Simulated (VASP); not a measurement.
SnO: single point with PBE

The system is SnO.

```
Sn O
1.0
     3.43920    0.00000    0.00000
     0.00000    5.75770    0.00000
     0.00000    0.00000    4.00081
Sn O
2 2
Cartesian
  0.0000 1.3044 2.0320
  1.7196 4.4533 0.0316
  0.0000 5.1737 2.9690
  1.7196 0.5840 0.9686
```

This cell differs from its parent crystal: uniaxial x strain +4.1%.

```json
{"Program": "VASP 6.6.1", "Task": "single point", "Functional": "PBE", "Potentials or basis": "VASP PAW PBE potentials, release 64 (Sn_d, O)", "Cutoff": "520 eV", "k mesh": "8 × 4 × 6", "Occupations": "fermi-dirac, width 0.02 eV", "Spin": "no spin polarisation", "Dipole correction": "no", "Further INCAR settings": "ALGO = Normal; EDIFF = 1e-06; NBANDS = 28"}
```

```yaml
Pressure: 3.1 GPa
Largest_force: 0.594 eV/Å
Band_gap_on_the_k_mesh: 1.41 eV, indirect (least direct gap 2.37 eV)
```

Forces on the atoms (eV/Å):
```
Sn   0.000  0.576  0.145
Sn   0.000 -0.576  0.145
O    0.000 -0.139 -0.145
O    0.000  0.139 -0.145
```

Stress tensor (GPa, compression positive):
```
1.75 0.00 0.00
0.00 4.06 0.00
0.00 0.00 3.37
```

Levels at points of the mesh, in eV from the valence-band top:
```csv
k point,band 17,band 18,band 19,band 20,band 21,band 22,band 23,band 24
"(0.00, 0.00, 0.00)",-3.84,-3.04,-2.21,0.00,2.69,2.90,5.88,6.02
"(0.50, 0.00, 0.00)",-2.88,-2.88,-1.52,-1.52,2.68,2.68,5.66,5.66
"(0.00, 0.50, 0.00)",-4.07,-3.07,-1.92,-1.68,3.41,4.09,4.60,5.16
"(0.50, 0.50, 0.00)",-2.93,-2.93,-1.24,-1.24,1.97,1.97,6.39,6.39
"(0.00, 0.00, 0.50)",-3.66,-3.66,-1.83,-1.83,2.15,2.15,5.28,5.28
"(0.50, 0.00, 0.50)",-3.41,-3.41,-1.18,-1.18,1.99,1.99,4.27,4.27
"(0.00, 0.50, 0.50)",-3.30,-3.30,-1.60,-1.60,1.67,1.67,5.63,5.63
"(0.50, 0.50, 0.50)",-3.64,-3.64,-0.63,-0.63,2.34,2.34,3.93,3.93
```

Run time: 73 s on 1 thread of AMD EPYC 9R45 96-Core Processor (Zen 5), on a shared host, peak memory 0.23 GiB.

Caveat: the cell differs from its parent crystal (uniaxial x strain +4.1%); spin-orbit coupling is left out, which moves the levels of the heavy elements. A k mesh can miss the band edges.
